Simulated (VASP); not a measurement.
# SnO2 (Fm-3m) in VASP: single point with r2SCAN

Aim: the single point of SnO2 with r2SCAN.

Everything below comes from runs of VASP 6.6.1. Logs are shortened: lines on timing, memory, paths and dates and some standing lists are left out, and cuts for length are marked.

## (1) The cell of the first run

The structure is cubic, space group Fm-3m (No. 225). The conventional cell has a = 5.067 Å, b = 5.067 Å, c = 5.067 Å, α = 90.00°, β = 90.00°, γ = 90.00°. Sn (site symmetry m-3m) has 8 O at 2.19 Å within 2.9 Å. Within 2.9 Å of O (site symmetry -43m) lie 4 Sn at 2.19 Å and 6 O at 2.53 Å.

## (2) Single point, r2SCAN

POSCAR

```
SnO2
1.0
    0.0000000000      2.5336843050      2.5336843050
    2.5336843050      0.0000000000      2.5336843050
    2.5336843050      2.5336843050      0.0000000000
Sn O
1 2
Direct
    0.0000000000      0.0000000000      0.0000000000
    0.2500000000      0.2500000000      0.2500000000
    0.7500000000      0.7500000000      0.7500000000
```

INCAR.step1

```
SYSTEM = SnO2
ALGO = Normal ; EDIFF = 1E-5
ENCUT = 1480 ; GGA = PE
GGA_COMPAT = .False. ; ISMEAR = 0
LASPH = .True. ; LCHARG = .False.
LREAL = .False. ; LWAVE = .True.
NBANDS = 20 ; NELM = 120
PREC = Accurate ; SIGMA = 0.02
```

INCAR.step2

```
SYSTEM = SnO2
ALGO = Normal ; EDIFF = 1E-6
ENCUT = 1480 ; GGA_COMPAT = .False.
ISIF = 2 ; ISMEAR = 0
ISTART = 1 ; LASPH = .True.
LCHARG = .False. ; LMIXTAU = .True.
LREAL = .False. ; LWAVE = .False.
METAGGA = R2SCAN ; NBANDS = 20
NELM = 120 ; PREC = Accurate
SIGMA = 0.02
```

KPOINTS

```
k-points
0
Gamma
  10 10 10
  0 0 0
```

Potentials or basis: VASP PAW PBE potentials, release 64 (Sn_d, O_h).

The run is started by

```bash
$ cat potpaw_PBE.64/Sn_d/POTCAR potpaw_PBE.64/O_h/POTCAR > POTCAR
$ cp INCAR.step1 INCAR
$ mpirun -np 1 vasp_std > vasp.out
$ cp INCAR.step2 INCAR
$ mpirun -np 1 vasp_std > vasp.out
```

OUTCAR:

```text
SYSTEM = SnO2
   EDIFF = 1E-6
   ENCUT = 1480
   ISIF = 2
   ISMEAR = 0
   ISTART = 1
   LASPH = .True.
   LREAL = .False.
   METAGGA = R2SCAN
   NELM = 120
   PREC = Accurate

 ion  position               nearest neighbor table
   1  0.000  0.000  0.000-   2 2.19   3 2.19   3 2.19   3 2.19   3 2.19   2 2.19   2 2.19   2 2.19

   2  0.250  0.250  0.250-   1 2.19   1 2.19   1 2.19   1 2.19
   3  0.750  0.750  0.750-   1 2.19   1 2.19   1 2.19   1 2.19

  LATTYP: Found a face centered cubic cell.
 ALAT       =     5.0673686100

  Lattice vectors:

 A1 = (   0.0000000000,   2.5336843050,   2.5336843050)
 A2 = (   2.5336843050,   0.0000000000,   2.5336843050)
 A3 = (   2.5336843050,   2.5336843050,   0.0000000000)

Analysis of symmetry for initial positions (statically):
=====================================================================
 Subroutine PRICEL returns:
 Original cell was already a primitive cell.

 Routine SETGRP: Setting up the symmetry group for a
 face centered cubic supercell.

 Subroutine GETGRP returns: Found 48 space group operations
 (whereof 48 operations were pure point group operations)
 out of a pool of 48 trial point group operations.

The static configuration has the point symmetry O_h .

Analysis of symmetry for dynamics (positions and initial velocities):
=====================================================================
 Subroutine PRICEL returns:
 Original cell was already a primitive cell.

 Routine SETGRP: Setting up the symmetry group for a
 face centered cubic supercell.

 Subroutine GETGRP returns: Found 48 space group operations
 (whereof 48 operations were pure point group operations)
 out of a pool of 48 trial point group operations.

The dynamic configuration has the point symmetry O_h .

 Subroutine INISYM returns: Found 48 space group operations
 (whereof 48 operations are pure point group operations),
 and found     1 'primitive' translations

----------------------------------------------------------------------------------------

                                     Primitive cell

  volume of cell :      32.5303

  direct lattice vectors                    reciprocal lattice vectors
     0.000000000  2.533684305  2.533684305    -0.197341081  0.197341081  0.197341081
     2.533684305  0.000000000  2.533684305     0.197341081 -0.197341081  0.197341081
     2.533684305  2.533684305  0.000000000     0.197341081  0.197341081 -0.197341081

  length of vectors
     3.583170707  3.583170707  3.583170707     0.341804779  0.341804779  0.341804779

  position of ions in fractional coordinates (direct lattice)
     0.000000000  0.000000000  0.000000000
     0.250000000  0.250000000  0.250000000
     0.750000000  0.750000000  0.750000000

  ion indices of the primitive-cell ions
   primitive index   ion index
                 1           1
                 2           2
                 3           3

----------------------------------------------------------------------------------------

 KPOINTS: k-points

Automatic generation of k-mesh.
 Grid dimensions read from file:
 generate k-points for:   10   10   10

 Generating k-lattice:

  Cartesian coordinates                     Fractional coordinates (reciprocal lattice)
    -0.019734108  0.019734108  0.019734108     0.100000000  0.000000000  0.000000000
     0.019734108 -0.019734108  0.019734108     0.000000000  0.100000000  0.000000000
     0.019734108  0.019734108 -0.019734108     0.000000000  0.000000000  0.100000000

  Length of vectors
     0.034180478  0.034180478  0.034180478

  Shift w.r.t. Gamma in fractional coordinates (k-lattice)
     0.000000000  0.000000000  0.000000000

 Subroutine IBZKPT returns following result:
 ===========================================

 Found     47 irreducible k-points:

 Following reciprocal coordinates:
            Coordinates               Weight
  0.000000  0.000000  0.000000      1.000000
  0.100000  0.000000  0.000000      8.000000
  0.200000  0.000000  0.000000      8.000000
  0.300000  0.000000  0.000000      8.000000
  0.400000  0.000000  0.000000      8.000000
  0.500000  0.000000  0.000000      4.000000
[... 16 lines left out ...]
  0.300000  0.300000  0.000000      6.000000
  0.400000  0.300000  0.000000     24.000000
 [... further k-points ...]
   k-points           NKPTS =     47   k-points in BZ     NKDIM =     47   number of bands    NBANDS=     20
   number of dos      NEDOS =    301   number of ions     NIONS =      3
   total plane-waves  NPLWV = 110592
   dimension x,y,z NGX =    48 NGY =   48 NGZ =   48
   dimension x,y,z NGXF=    96 NGYF=   96 NGZF=   96
   ions per type =               1   2
   NGX,Y,Z   is equivalent  to a cutoff of  22.27, 22.27, 22.27 a.u.
   NGXF,Y,Z  is equivalent  to a cutoff of  44.54, 44.54, 44.54 a.u.
 SYSTEM =  SnO2
   PREC   = accura    normal or accurate (medium, high low for compatibility)
   ISTART =      1    job   : 0-new  1-cont  2-samecut
   ICHARG =      0    charge: 1-file 2-atom 10-const
   ISPIN  =      1    spin polarized calculation?
   LNONCOLLINEAR =      F non collinear calculations
   LSORBIT =      F    spin-orbit coupling
   LASPH  =      T    aspherical Exc in radial PAW
   ENCUT  = 1480.0 eV 108.78 Ry   10.43 a.u.  11.24 11.24 11.24*2*pi/ulx,y,z
   NELM   =    120;   NELMIN=  2; NELMDL=  0     # of ELM steps
   EDIFF  = 0.1E-05   stopping-criterion for ELM
   LREAL  =      F    real-space projection
   EDIFFG = 0.1E-04   stopping-criterion for IOM
   NSW    =      0    number of steps for IOM
   IBRION =     -1    ionic relax: 0-MD 1-quasi-New 2-CG
   NFREE  =      0    steps in history (QN), initial steepest desc. (CG)
   ISIF   =      2    stress and relaxation
   ISYM   =      2    0-nonsym 1-usesym 2-fastsym
   POTIM  = 0.5000    time-step for ionic-motion
   TEBEG  =    0.0;   TEEND  =   0.0 temperature during run
   PSTRESS=    0.0 pullay stress
   NELECT =      26.0000    total number of electrons
   NUPDOWN=      -1.0000    fix difference up-down
   EMIN   =  10.00;   EMAX   =-10.00  energy-range for DOS
   EFERMI =   0.00;   METHOD = LEGACY
   ISMEAR =     0;   SIGMA  =   0.02  broadening in eV -4-tet -1-fermi 0-gaus
   EFERMI_NEDOS =   21; number of points for ismear=-14 and -15
   IALGO  =     38    algorithm
   IMIX   =      4    mixing-type and parameters
     AMIX     =   0.40;   BMIX     =  1.00
     AMIX_MAG =   1.60;   BMIX_MAG =  1.00
  volume/ion in A,a.u.               =      10.84        73.18
  Fermi-wavevector in a.u.,A,eV,Ry     =   1.519276  2.871016 31.404977  2.308201
  Thomas-Fermi vector in A             =   2.628284
   LORBIT       =      0    0 simple, 1 ext, 2 COOP (PROOUT), +10 PAW based schemes
   METAGGA = R2SCAN    functional components
   LHFCALC =     F    Hartree Fock is set to
   AEXX    =    0.0000 exact exchange contribution
   IVDW    =     0    specifies the selected vdW correction
   LEPSILON=     F    determine dielectric tensor
   LRPA    =     F    only Hartree local field effects (RPA)
 non-spin polarized calculation
 Gauss-broadening in eV      SIGMA  =   0.02
  energy-cutoff  :     1480.00
  volume of cell :       32.53
 maximum number of plane-waves:      4279
 NGX is ok and might be reduce to    48
   NGX = 23   NGY = 23   NGZ = 23

 number of electron      26.0000001 magnetization

 Free energy of the ion-electron system (eV)
  ---------------------------------------------------
  ext. energy  EPLUGINS =         0.00000000
  ---------------------------------------------------
  free energy    TOTEN  =       -41.51107744 eV

  energy without entropy =      -41.51107744  energy(sigma->0) =      -41.51107744

 E-fermi :   8.2852     XC(G=0): -12.7690

 val. band max:        8.1617654912   @ k =  -0.3000   0.5000   0.2000
 cond. band min:       9.0286614640   @ k =   0.0000   0.0000   0.0000
 fundamental gap:      0.8668959729
 Fermi energy:         8.2852495621

 k-point     1 :       0.0000    0.0000    0.0000
  band No.  band energies     occupation
      1     -12.9780      2.00000
      2     -12.9780      2.00000
      3     -12.9780      2.00000
      4     -12.7903      2.00000
      5     -12.7903      2.00000
      6     -12.5130      2.00000
[... 12 lines left out ...]
     19      24.4399      0.00000
     20      24.4399      0.00000

 k-point     2 :       0.1000    0.0000    0.0000
  band No.  band energies     occupation
      1     -13.0347      2.00000
      2     -12.9695      2.00000
      3     -12.9695      2.00000
      4     -12.7908      2.00000
      5     -12.7908      2.00000
      6     -12.4057      2.00000
[... 12 lines left out ...]
     19      24.4735      0.00000
     20      24.4735      0.00000

 k-point     3 :       0.2000    0.0000    0.0000
  band No.  band energies     occupation
      1     -13.1989      2.00000
      2     -12.9498      2.00000
      3     -12.9498      2.00000
      4     -12.7894      2.00000
      5     -12.7894      2.00000
      6     -12.0608      2.00000
[... 12 lines left out ...]
     19      24.5576      0.00000
     20      24.5576      0.00000

 k-point     4 :       0.3000    0.0000    0.0000
  band No.  band energies     occupation
      1     -13.3963      2.00000
      2     -12.9318      2.00000
      3     -12.9318      2.00000
      4     -12.7812      2.00000
      5     -12.7812      2.00000
      6     -11.5083      2.00000
[... 12 lines left out ...]
     19      24.6154      0.00000
     20      25.3472      0.00000

 k-point     5 :       0.4000    0.0000    0.0000
  band No.  band energies     occupation
      1     -13.5461      2.00000
      2     -12.9233      2.00000
      3     -12.9233      2.00000
      4     -12.7681      2.00000
      5     -12.7681      2.00000
      6     -10.8468      2.00000
[... 12 lines left out ...]
     19      24.5332      0.00000
     20      24.9657      0.00000

 k-point     6 :       0.5000    0.0000    0.0000
  band No.  band energies     occupation
      1     -13.6010      2.00000
      2     -12.9214      2.00000
      3     -12.9214      2.00000
      4     -12.7616      2.00000
      5     -12.7616      2.00000
      6     -10.4110      2.00000
[... 12 lines left out ...]
     19      24.4258      0.00000
     20      24.6987      0.00000

 k-point     7 :       0.1000    0.1000    0.0000
  band No.  band energies     occupation
      1     -13.0538      2.00000
      2     -12.9622      2.00000
      3     -12.9622      2.00000
      4     -12.7968      2.00000
      5     -12.7860      2.00000
      6     -12.3806      2.00000
[... 12 lines left out ...]
     19      24.4713      0.00000
     20      24.5660      0.00000
[... 277 lines left out ...]
 k-point    20 :      -0.4000    0.2000    0.0000
  band No.  band energies     occupation
      1     -13.4832      2.00000
      2     -13.1301      2.00000
      3     -12.8798      2.00000
      4     -12.8063      2.00000
      5     -12.7740      2.00000
      6     -10.0406      2.00000
[... 12 lines left out ...]
     19      24.7212      0.00000
     20      28.5734      0.00000

 k-point    21 :      -0.3000    0.2000    0.0000
  band No.  band energies     occupation
      1     -13.3937      2.00000
      2     -13.1537      2.00000
      3     -12.8899      2.00000
      4     -12.7955      2.00000
      5     -12.7934      2.00000
      6     -10.6490      2.00000
[... 12 lines left out ...]
     19      24.5384      0.00000
     20      28.2608      0.00000

 k-point    22 :      -0.2000    0.2000    0.0000
  band No.  band energies     occupation
      1     -13.2963      2.00000
      2     -13.1116      2.00000
      3     -12.9126      2.00000
      4     -12.8020      2.00000
      5     -12.7878      2.00000
      6     -11.2931      2.00000
[... 12 lines left out ...]
     19      24.4732      0.00000
     20      27.5453      0.00000

 k-point    23 :       0.3000    0.3000    0.0000
  band No.  band energies     occupation
      1     -13.4608      2.00000
      2     -12.8664      2.00000
      3     -12.8664      2.00000
      4     -12.8391      2.00000
      5     -12.7609      2.00000
      6     -11.4883      2.00000
[... 12 lines left out ...]
     19      25.5146      0.00000
     20      29.2348      0.00000

 k-point    24 :       0.4000    0.3000    0.0000
  band No.  band energies     occupation
      1     -13.5369      2.00000
      2     -12.9072      2.00000
      3     -12.8467      2.00000
      4     -12.8461      2.00000
      5     -12.7549      2.00000
      6     -11.0935      2.00000
[... 12 lines left out ...]
     19      25.8579      0.00000
     20      28.4900      0.00000

 [... further k-points ...]

------------------------ aborting loop because EDIFF is reached ----------------------------------------

  FORCE on cell =-STRESS in cart. coord.  units (eV):
  Direction    XX          YY          ZZ          XY          YZ          ZX
  --------------------------------------------------------------------------------------
  -------------------------------------------------------------------------------------
  Total        0.2505565      0.2505565      0.2505565      0.0000000      0.0000000     -0.0000000
  in kB       12.3403864     12.3403864     12.3403864      0.0000000      0.0000000     -0.0000000
  external PRESSURE =      12.3403864 kB  Pullay stress =       0.0000000 kB

 VOLUME and BASIS-vectors are now :
 -----------------------------------------------------------------------------
  energy-cutoff  :     1480.00
  volume of cell :       32.53
      direct lattice vectors                 reciprocal lattice vectors
     0.000000000  2.533684305  2.533684305    -0.197341081  0.197341081  0.197341081
     2.533684305  0.000000000  2.533684305     0.197341081 -0.197341081  0.197341081
     2.533684305  2.533684305  0.000000000     0.197341081  0.197341081 -0.197341081

 POSITION                                       TOTAL-FORCE (eV/Angst)
 -----------------------------------------------------------------------------------
      0.00000      0.00000      0.00000        -0.000000      0.000000     -0.000000
      1.26684      1.26684      1.26684         0.000000      0.000000      0.000000
      3.80053      3.80053      3.80053        -0.000000     -0.000000     -0.000000
 -----------------------------------------------------------------------------------
    total drift:                               -0.000000     -0.000000      0.000000

  FREE ENERGIE OF THE ION-ELECTRON SYSTEM (eV)
  ---------------------------------------------------
  free  energy   TOTEN  =       -41.5110774351 eV

  energy  without entropy=      -41.5110774351  energy(sigma->0) =      -41.51107744
```

Run time: 9.1 min. Hardware: 1 thread of Intel Xeon Platinum 8259CL at 2.50GHz (Skylake/Cascade Lake), shared host; peak memory 0.46 GiB.

Results:

```
Free energy            : -41.5111 eV
Pressure               : 1.2 GPa
Band gap on the k mesh : 0.87 eV (least direct gap 2.29 eV)
```

Levels at points of the mesh, in eV from the valence-band top:
| k point | band 9 | band 10 | band 11 | band 12 | band 13 | band 14 | band 15 | band 16 | band 17 | band 18 |
| --- | --- | --- | --- | --- | --- | --- | --- | --- | --- | --- |
| (0.00, 0.00, 0.00) | -3.02 | -3.02 | -1.43 | -1.43 | -1.43 | 0.87 | 7.91 | 7.91 | 7.91 | 13.92 |
| (0.50, 0.00, 0.00) | -3.97 | -3.46 | -3.46 | -2.19 | -2.19 | 5.55 | 8.63 | 11.41 | 11.41 | 16.26 |
| (0.50, 0.50, 0.00) | -5.64 | -5.64 | -0.20 | -0.20 | -0.12 | 3.87 | 8.11 | 10.49 | 13.38 | 13.38 |

Caveat: the PAW data sets were made with another functional, which shifts forces and pressure a little; spin-orbit coupling is left out, which moves the levels of the heavy elements. A k mesh can miss the band edges.
